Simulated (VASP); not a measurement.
# PbS (I4/mmm) in VASP: further runs

The runs below take PbS through single point, with r2SCAN.

All numbers are computed with VASP 6.6.1; they aren't measurements. Logs are shortened: lines on timing, memory, paths and dates and some standing lists are left out, and cuts for length are marked.

### 1 The cell of the first run

Symmetry: I4/mmm, No. 139, tetragonal system. The conventional cell has a = 4.130 Å, b = 4.130 Å, c = 6.019 Å, α = 90.00°, β = 90.00°, γ = 90.00°. Within 3.8 Å of Pb (site symmetry 4/mmm) lie 6 S at 2.92 to 3.01 Å. Within 3.8 Å of S (site symmetry 4/mmm) lie 6 Pb at 2.92 to 3.01 Å.

### 2 Single point, r2SCAN (strain -0.015 along x and y, +0.015 along z)

Contents of POSCAR:

```
PbS
1.0
    0.0000000000      2.9205250000      3.0094750000
    2.9205250000      0.0000000000      3.0094750000
    2.9205250000      2.9205250000      0.0000000000
Pb S
1 1
Direct
    0.0000000000      0.0000000000      0.0000000000
    0.5000000000      0.5000000000      0.5000000000
```

Contents of INCAR.step1:

```
  PREC = Accurate
  ENCUT = 520
  ISMEAR = 0
  SIGMA = 0.05
  LREAL = False
  LASPH = True
  NELM = 60
  NBANDS = 17
  GGA = PE
  ALGO = Normal
  EDIFF = 1E-4
  LWAVE = True
  LCHARG = False
```

Contents of INCAR.step2:

```
  PREC = Accurate
  ENCUT = 520
  EDIFF = 1E-6
  ISMEAR = 0
  SIGMA = 0.05
  LREAL = False
  LASPH = True
  NELM = 60
  ALGO = Normal
  ISIF = 2
  LWAVE = False
  LCHARG = False
  METAGGA = R2SCAN
  LMIXTAU = True
  NBANDS = 17
  ISTART = 1
```

Contents of KPOINTS:

```
regular mesh
0
Gamma
  8 8 8
```

Potentials or basis: VASP PAW PBE potentials, release 64 (Pb_d, S).

On the command line:

```sh
> cat potpaw_PBE.64/Pb_d/POTCAR potpaw_PBE.64/S/POTCAR > POTCAR
> cp INCAR.step1 INCAR
> mpirun -np 1 vasp_std > vasp.out
> cp INCAR.step2 INCAR
> mpirun -np 1 vasp_std > vasp.out
```

OUTCAR:

```text
PREC = Accurate
   ENCUT = 520
   EDIFF = 1E-6
   ISMEAR = 0
   LREAL = False
   LASPH = True
   NELM = 60
   ISIF = 2
   METAGGA = R2SCAN
   ISTART = 1

 ion  position               nearest neighbor table
   1  0.000  0.000  0.000-   2 2.92   2 2.92   2 2.92   2 2.92   2 3.01   2 3.01
   2  0.500  0.500  0.500-   1 2.92   1 2.92   1 2.92   1 2.92   1 3.01   1 3.01

  LATTYP: Found a body centered tetragonal cell.
 ALAT       =     4.1302460642
 C/A-ratio  =     1.4572860567

  Lattice vectors:

 A1 = (  -2.9205250000,   0.0000000000,   3.0094750000)
 A2 = (   2.9205250000,   0.0000000000,   3.0094750000)
 A3 = (   0.0000000000,   2.9205250000,  -3.0094750000)

Analysis of symmetry for initial positions (statically):
=====================================================================
 Subroutine PRICEL returns:
 Original cell was already a primitive cell.

 Routine SETGRP: Setting up the symmetry group for a
 body centered tetragonal supercell.

 Subroutine GETGRP returns: Found 16 space group operations
 (whereof 16 operations were pure point group operations)
 out of a pool of 16 trial point group operations.

The static configuration has the point symmetry D_4h.

Analysis of symmetry for dynamics (positions and initial velocities):
=====================================================================
 Subroutine PRICEL returns:
 Original cell was already a primitive cell.

 Routine SETGRP: Setting up the symmetry group for a
 body centered tetragonal supercell.

 Subroutine GETGRP returns: Found 16 space group operations
 (whereof 16 operations were pure point group operations)
 out of a pool of 16 trial point group operations.

The dynamic configuration has the point symmetry D_4h.

 Subroutine INISYM returns: Found 16 space group operations
 (whereof 16 operations are pure point group operations),
 and found     1 'primitive' translations

----------------------------------------------------------------------------------------

                                     Primitive cell

  volume of cell :      51.3384

  direct lattice vectors                    reciprocal lattice vectors
     0.000000000  2.920525000  3.009475000    -0.171202096  0.171202096  0.166141935
     2.920525000  0.000000000  3.009475000     0.171202096 -0.171202096  0.166141935
     2.920525000  2.920525000  0.000000000     0.171202096  0.171202096 -0.166141935

  length of vectors
     4.193614915  4.193614915  4.130246064     0.293638311  0.293638311  0.293638311

  position of ions in fractional coordinates (direct lattice)
     0.000000000  0.000000000  0.000000000
     0.500000000  0.500000000  0.500000000

  ion indices of the primitive-cell ions
   primitive index   ion index
                 1           1
                 2           2

----------------------------------------------------------------------------------------

 KPOINTS: regular mesh

Automatic generation of k-mesh.
 Grid dimensions read from file:
 generate k-points for:    8    8    8

 Generating k-lattice:

  Cartesian coordinates                     Fractional coordinates (reciprocal lattice)
    -0.021400262  0.021400262  0.020767742     0.125000000 -0.000000000  0.000000000
     0.021400262 -0.021400262  0.020767742    -0.000000000  0.125000000  0.000000000
     0.021400262  0.021400262 -0.020767742     0.000000000  0.000000000  0.125000000

  Length of vectors
     0.036704789  0.036704789  0.036704789

  Shift w.r.t. Gamma in fractional coordinates (k-lattice)
     0.000000000  0.000000000  0.000000000

 Subroutine IBZKPT returns following result:
 ===========================================

 Found     59 irreducible k-points:

 Following reciprocal coordinates:
            Coordinates               Weight
  0.000000  0.000000  0.000000      1.000000
  0.125000  0.000000  0.000000      8.000000
  0.250000  0.000000  0.000000      8.000000
  0.375000  0.000000  0.000000      8.000000
  0.500000  0.000000  0.000000      4.000000
  0.125000  0.125000  0.000000      2.000000
[... 16 lines left out ...]
  0.250000  0.000000  0.125000     16.000000
  0.375000  0.000000  0.125000     16.000000
 [... further k-points ...]
   k-points           NKPTS =     59   k-points in BZ     NKDIM =     59   number of bands    NBANDS=     17
   number of dos      NEDOS =    301   number of ions     NIONS =      2
   total plane-waves  NPLWV =  32768
   dimension x,y,z NGX =    32 NGY =   32 NGZ =   32
   dimension x,y,z NGXF=    64 NGYF=   64 NGZF=   64
   ions per type =               1   1
   NGX,Y,Z   is equivalent  to a cutoff of  12.69, 12.69, 12.88 a.u.
   NGXF,Y,Z  is equivalent  to a cutoff of  25.37, 25.37, 25.76 a.u.
 SYSTEM =  unknown system
   PREC   = accura    normal or accurate (medium, high low for compatibility)
   ISTART =      1    job   : 0-new  1-cont  2-samecut
   ICHARG =      0    charge: 1-file 2-atom 10-const
   ISPIN  =      1    spin polarized calculation?
[... 27 lines left out ...]
  Fermi-wavevector in a.u.,A,eV,Ry     =   1.195650  2.259450 19.450593  1.429578
  Thomas-Fermi vector in A             =   2.331610
   LORBIT       =      0    0 simple, 1 ext, 2 COOP (PROOUT), +10 PAW based schemes
   METAGGA = R2SCAN    functional components
   LHFCALC =     F    Hartree Fock is set to
   AEXX    =    0.0000 exact exchange contribution
   IVDW    =     0    specifies the selected vdW correction
   LEPSILON=     F    determine dielectric tensor
   LRPA    =     F    only Hartree local field effects (RPA)
 non-spin polarized calculation
 Gauss-broadening in eV      SIGMA  =   0.05
  energy-cutoff  :      520.00
  volume of cell :       51.34
 maximum number of plane-waves:      1392
   NGX = 15   NGY = 15   NGZ = 15

 number of electron      19.9999996 magnetization

 Free energy of the ion-electron system (eV)
  ---------------------------------------------------
  ext. energy  EPLUGINS =         0.00000000
  ---------------------------------------------------
  free energy    TOTEN  =       -65.58403236 eV

  energy without entropy =      -65.58403236  energy(sigma->0) =      -65.58403236

 E-fermi :   6.2526     XC(G=0): -10.3357

 val. band max:        5.9693147854   @ k =   0.5000   0.0000   0.0000
 cond. band min:       6.4993881886   @ k =   0.5000   0.0000   0.0000
 fundamental gap:      0.5300734032
 Fermi energy:         6.2526255193

 k-point     1 :       0.0000    0.0000    0.0000
  band No.  band energies     occupation
      1     -11.5618      2.00000
      2     -11.5618      2.00000
      3     -11.5576      2.00000
      4     -11.5543      2.00000
      5     -11.5338      2.00000
      6      -8.4525      2.00000
[... 9 lines left out ...]
     16      13.0776      0.00000
     17      14.9531      0.00000

 k-point     2 :       0.1250    0.0000    0.0000
  band No.  band energies     occupation
      1     -11.5628      2.00000
      2     -11.5592      2.00000
      3     -11.5580      2.00000
      4     -11.5477      2.00000
      5     -11.5369      2.00000
      6      -8.3132      2.00000
[... 9 lines left out ...]
     16      13.4505      0.00000
     17      16.0314      0.00000

 k-point     3 :       0.2500    0.0000    0.0000
  band No.  band energies     occupation
      1     -11.5733      2.00000
      2     -11.5611      2.00000
      3     -11.5582      2.00000
      4     -11.5321      2.00000
      5     -11.5291      2.00000
      6      -7.9268      2.00000
[... 9 lines left out ...]
     16      14.2986      0.00000
     17      18.0754      0.00000

 k-point     4 :       0.3750    0.0000    0.0000
  band No.  band energies     occupation
      1     -11.5844      2.00000
      2     -11.5728      2.00000
      3     -11.5575      2.00000
      4     -11.5186      2.00000
      5     -11.5101      2.00000
      6      -7.4274      2.00000
[... 9 lines left out ...]
     16      15.6116      0.00000
     17      18.3395      0.00000
[... 343 lines left out ...]
      1     -11.5659      2.00000
      2     -11.5580      2.00000
      3     -11.5536      2.00000
      4     -11.5439      2.00000
      5     -11.5428      2.00000
      6      -8.2595      2.00000
[... 9 lines left out ...]
     16      14.2738      0.00000
     17      15.2335      0.00000

 k-point    23 :       0.2500    0.0000    0.1250
  band No.  band energies     occupation
      1     -11.5746      2.00000
      2     -11.5659      2.00000
      3     -11.5548      2.00000
      4     -11.5395      2.00000
      5     -11.5263      2.00000
      6      -7.9424      2.00000
[... 9 lines left out ...]
     16      15.0739      0.00000
     17      16.6009      0.00000

 k-point    24 :       0.3750    0.0000    0.1250
  band No.  band energies     occupation
      1     -11.5927      2.00000
      2     -11.5664      2.00000
      3     -11.5605      2.00000
      4     -11.5291      2.00000
      5     -11.5082      2.00000
      6      -7.4614      2.00000
[... 9 lines left out ...]
     16      16.1912      0.00000
     17      18.1139      0.00000

 [... further k-points ...]

------------------------ aborting loop because EDIFF is reached ----------------------------------------

  FORCE on cell =-STRESS in cart. coord.  units (eV):
  Direction    XX          YY          ZZ          XY          YZ          ZX
  --------------------------------------------------------------------------------------
  -------------------------------------------------------------------------------------
  Total        1.2414590      1.2414590     -0.0809892      0.0000000      0.0000000     -0.0000000
  in kB       38.7436359     38.7436359     -2.5275226      0.0000000      0.0000000     -0.0000000
  external PRESSURE =      24.9865831 kB  Pullay stress =       0.0000000 kB

 VOLUME and BASIS-vectors are now :
 -----------------------------------------------------------------------------
  energy-cutoff  :      520.00
  volume of cell :       51.34
      direct lattice vectors                 reciprocal lattice vectors
     0.000000000  2.920525000  3.009475000    -0.171202096  0.171202096  0.166141935
     2.920525000  0.000000000  3.009475000     0.171202096 -0.171202096  0.166141935
     2.920525000  2.920525000  0.000000000     0.171202096  0.171202096 -0.166141935

 POSITION                                       TOTAL-FORCE (eV/Angst)
 -----------------------------------------------------------------------------------
      0.00000      0.00000      0.00000        -0.000000      0.000000     -0.000000
      2.92053      2.92053      3.00948         0.000000     -0.000000      0.000000
 -----------------------------------------------------------------------------------
    total drift:                                0.000000     -0.000000     -0.000000

  FREE ENERGIE OF THE ION-ELECTRON SYSTEM (eV)
  ---------------------------------------------------
  free  energy   TOTEN  =       -65.5840323609 eV

  energy  without entropy=      -65.5840323609  energy(sigma->0) =      -65.58403236
```

It took 97 s on 1 thread of Intel Xeon Platinum 8259CL at 2.50GHz (Skylake/Cascade Lake), shared host; peak memory 0.22 GiB.

What came out:

| Item | Value |
| --- | --- |
| Free energy | -65.5840 eV |
| Pressure | 2.5 GPa |
| Band gap on the k mesh | 0.53 eV |

Caveat: the cell differs from its parent crystal (strain -0.015 along x and y, +0.015 along z); the PAW data sets were made with another functional, which shifts forces and pressure a little; spin-orbit coupling is left out, which moves the levels of the heavy elements.

### 3 Single point, r2SCAN (strain -0.015 along x and y, +0.030 along z)

Contents of POSCAR:

```
PbS
1.0
    0.0000000000      2.9205250000      3.0539500000
    2.9205250000      0.0000000000      3.0539500000
    2.9205250000      2.9205250000      0.0000000000
Pb S
1 1
Direct
    0.0000000000      0.0000000000      0.0000000000
    0.5000000000      0.5000000000      0.5000000000
```

Contents of INCAR.step1:

```
SYSTEM = PbS
  PREC = Accurate
  ENCUT = 520
  ISMEAR = 0
  SIGMA = 0.05
  LREAL = .FALSE.
  LASPH = .TRUE.
  NELM = 100
  NBANDS = 17
  GGA = PE
  ALGO = Normal
  EDIFF = 1E-4
  LWAVE = .TRUE.
  LCHARG = .FALSE.
```

Contents of INCAR.step2:

```
SYSTEM = PbS
  PREC = Accurate
  ENCUT = 520
  EDIFF = 1E-7
  ISMEAR = 0
  SIGMA = 0.05
  LREAL = .FALSE.
  LASPH = .TRUE.
  NELM = 100
  ALGO = Normal
  ISIF = 2
  LWAVE = .FALSE.
  LCHARG = .FALSE.
  METAGGA = R2SCAN
  LMIXTAU = .TRUE.
  NBANDS = 17
  ISTART = 1
```

Contents of KPOINTS:

```
regular mesh
0
G
  8 8 8
  0 0 0
```

Potentials or basis: VASP PAW PBE potentials, release 64 (Pb_d, S).

On the command line:

```sh
> cat potpaw_PBE.64/Pb_d/POTCAR potpaw_PBE.64/S/POTCAR > POTCAR
> cp INCAR.step1 INCAR
> mpirun -np 1 vasp_std > vasp.out
> cp INCAR.step2 INCAR
> mpirun -np 1 vasp_std > vasp.out
```

Run time: 2.2 min. Hardware: 1 thread of Intel Xeon Platinum 8259CL at 2.50GHz (Skylake/Cascade Lake), shared host; peak memory 0.21 GiB.

The run converged. Its results:

* Free energy: -65.5789 eV
* Pressure: 1.7 GPa
* Band gap on the k mesh: 0.56 eV

Stress tensor (GPa, compression positive):
```
 3.57  0.00  0.00
 0.00  3.57  0.00
 0.00  0.00 -2.02
```

Levels at points of the mesh, in eV from the valence-band top:
```
           k point  band 7  band 8  band 9  band 10  band 11  band 12  band 13  band 14
(0.00, 0.00, 0.00)   -6.13   -2.52   -2.52    -2.16     4.86     5.87     5.87     6.91
(0.50, 0.00, 0.00)   -9.19   -2.05   -1.94     0.00     0.56     2.03     2.26     9.11
(0.50, 0.50, 0.00)   -7.23   -5.39   -3.63    -3.63     4.22     5.61     6.24     6.24
(0.50, 0.00, 0.50)   -7.48   -5.49   -3.94    -3.47     4.04     5.47     6.15     6.48
```

Caveat: the cell differs from its parent crystal (strain -0.015 along x and y, +0.030 along z); the PAW data sets were made with another functional, which shifts forces and pressure a little; spin-orbit coupling is left out, which moves the levels of the heavy elements. A k mesh can miss the band edges.

### 4 Single point, r2SCAN (strain +0.000 along x and y, +0.015 along z)

Contents of POSCAR:

```
PbS
1.0
    0.0000000000      2.9650000000      3.0094750000
    2.9650000000      0.0000000000      3.0094750000
    2.9650000000      2.9650000000      0.0000000000
Pb S
1 1
Direct
    0.0000000000      0.0000000000      0.0000000000
    0.5000000000      0.5000000000      0.5000000000
```

Changes to INCAR.step1 since step 3:

```diff
@@ -7,3 +7,3 @@
   LASPH = .TRUE.
-  NELM = 100
+  NELM = 60
   NBANDS = 17
```

Contents of INCAR.step2:

```
SYSTEM = PbS
  PREC = Accurate
  ENCUT = 520
  EDIFF = 1E-6
  ISMEAR = 0
  SIGMA = 0.05
  LREAL = .FALSE.
  LASPH = .TRUE.
  NELM = 60
  ALGO = Normal
  ISIF = 2
  LWAVE = .FALSE.
  LCHARG = .TRUE.
  METAGGA = R2SCAN
  LMIXTAU = .TRUE.
  LELF = .TRUE.
  LVHAR = .TRUE.
  NBANDS = 17
  ISTART = 1
```

KPOINTS is that of step 3.

On the command line:

```sh
> cat potpaw_PBE.64/Pb_d/POTCAR potpaw_PBE.64/S/POTCAR > POTCAR
> cp INCAR.step1 INCAR
> mpirun -np 1 vasp_std > vasp.out
> cp INCAR.step2 INCAR
> mpirun -np 1 vasp_std > vasp.out
```

Wall time 1.9 min (1 thread of Intel Xeon Platinum 8259CL at 2.50GHz (Skylake/Cascade Lake), shared host); peak memory 0.21 GiB.

Results (log left out):

* Free energy: -65.6085 eV
* Pressure: 0.5 GPa
* Band gap on the k mesh: 0.67 eV

Stress tensor (GPa, compression positive):
```
 1.06  0.00  0.00
 0.00  1.06  0.00
 0.00  0.00 -0.76
```

Levels at points of the mesh, in eV from the valence-band top:
| k point | band 6 | band 7 | band 8 | band 9 | band 10 | band 11 | band 12 | band 13 | band 14 | band 15 |
| --- | --- | --- | --- | --- | --- | --- | --- | --- | --- | --- |
| (0.00, 0.00, 0.00) | -14.08 | -6.12 | -2.29 | -2.29 | -2.17 | 5.29 | 5.64 | 5.64 | 7.12 | 7.21 |
| (0.50, 0.00, 0.00) | -12.86 | -9.02 | -1.88 | -1.85 | 0.00 | 0.67 | 2.18 | 2.27 | 9.15 | 10.61 |
| (0.50, 0.50, 0.00) | -12.48 | -7.28 | -5.23 | -3.50 | -3.50 | 4.26 | 5.84 | 6.10 | 6.10 | 11.71 |
| (0.50, 0.00, 0.50) | -12.39 | -7.36 | -5.27 | -3.60 | -3.44 | 4.19 | 5.84 | 6.03 | 6.18 | 11.66 |

Caveat: the cell differs from its parent crystal (strain +0.000 along x and y, +0.015 along z); the PAW data sets were made with another functional, which shifts forces and pressure a little; spin-orbit coupling is left out, which moves the levels of the heavy elements. A k mesh can miss the band edges.

### 5 Single point, r2SCAN (strain +0.000 along x and y, +0.030 along z)

Contents of POSCAR:

```
PbS
1.0
    0.0000000000      2.9650000000      3.0539500000
    2.9650000000      0.0000000000      3.0539500000
    2.9650000000      2.9650000000      0.0000000000
Pb S
1 1
Direct
    0.0000000000      0.0000000000      0.0000000000
    0.5000000000      0.5000000000      0.5000000000
```

Contents of INCAR.step1:

```
PREC = Accurate ; ENCUT = 520
ISMEAR = 0 ; SIGMA = 0.05
LREAL = F ; LASPH = T
NELM = 100 ; NBANDS = 17
GGA = PE ; ALGO = Normal
EDIFF = 1E-4 ; LWAVE = T
LCHARG = F
```

Contents of INCAR.step2:

```
PREC = Accurate ; ENCUT = 520
EDIFF = 1E-6 ; ISMEAR = 0
SIGMA = 0.05 ; LREAL = F
LASPH = T ; NELM = 100
ALGO = Normal ; ISIF = 2
LWAVE = F ; LCHARG = F
METAGGA = R2SCAN ; LMIXTAU = T
NBANDS = 17 ; ISTART = 1
```

Contents of KPOINTS:

```
Automatic mesh
0
Gamma
  8 8 8
```

On the command line:

```sh
> cat potpaw_PBE.64/Pb_d/POTCAR potpaw_PBE.64/S/POTCAR > POTCAR
> cp INCAR.step1 INCAR
> mpirun -np 1 vasp_std > vasp.out
> cp INCAR.step2 INCAR
> mpirun -np 1 vasp_std > vasp.out
```

It took 1.7 min on 1 thread of Intel Xeon Platinum 8259CL at 2.50GHz (Skylake/Cascade Lake), shared host; peak memory 0.21 GiB.

The run converged. Its results:

```yaml
Free_energy: -65.6008 eV
Pressure: -0.3 GPa
Band_gap_on_the_k_mesh: 0.70 eV
```

Stress tensor (GPa, compression positive):
```
 0.79  0.00  0.00
 0.00  0.79  0.00
 0.00  0.00 -2.48
```

Levels at points of the mesh, in eV from the valence-band top:
| k point | band 7 | band 8 | band 9 | band 10 | band 11 | band 12 | band 13 | band 14 |
| --- | --- | --- | --- | --- | --- | --- | --- | --- |
| (0.00, 0.00, 0.00) | -6.14 | -2.25 | -2.25 | -2.02 | 5.05 | 5.71 | 5.71 | 7.11 |
| (0.50, 0.00, 0.00) | -8.93 | -1.83 | -1.76 | 0.00 | 0.70 | 2.19 | 2.34 | 9.13 |
| (0.50, 0.50, 0.00) | -7.20 | -5.08 | -3.38 | -3.38 | 4.37 | 5.68 | 6.11 | 6.11 |
| (0.50, 0.00, 0.50) | -7.36 | -5.15 | -3.58 | -3.28 | 4.24 | 5.61 | 6.04 | 6.26 |

Caveat: the cell differs from its parent crystal (strain +0.000 along x and y, +0.030 along z); the PAW data sets were made with another functional, which shifts forces and pressure a little; spin-orbit coupling is left out, which moves the levels of the heavy elements.

### 6 The runs side by side

```tsv
cell	gap on the mesh (eV)	pressure (GPa)
a = 4.194, b = 4.194, c = 4.130 Å, angles 60.5, 60.5, 59.0°, 2 atoms	0.53	2.5
a = 4.226, b = 4.226, c = 4.130 Å, angles 60.7, 60.7, 58.5°, 2 atoms	0.56	1.7
a = 4.225, b = 4.225, c = 4.193 Å, angles 60.2, 60.2, 59.5°, 2 atoms	0.67	0.5
a = 4.257, b = 4.257, c = 4.193 Å, angles 60.5, 60.5, 59.0°, 2 atoms	0.70	-0.3
```

Alike in all rows: task single point; level r2SCAN; potentials or basis VASP PAW PBE potentials, release 64 (Pb_d, S); no spin polarisation; k mesh 8 × 8 × 8; cutoff (eV) 520; smearing gaussian 0.05 eV.

Caveats: the PAW data sets were made with another functional, which shifts forces and pressure a little; spin-orbit coupling is left out, which moves the levels of the heavy elements.

Total energies depend on the potentials used, so only differences within one code and one set of settings carry meaning.
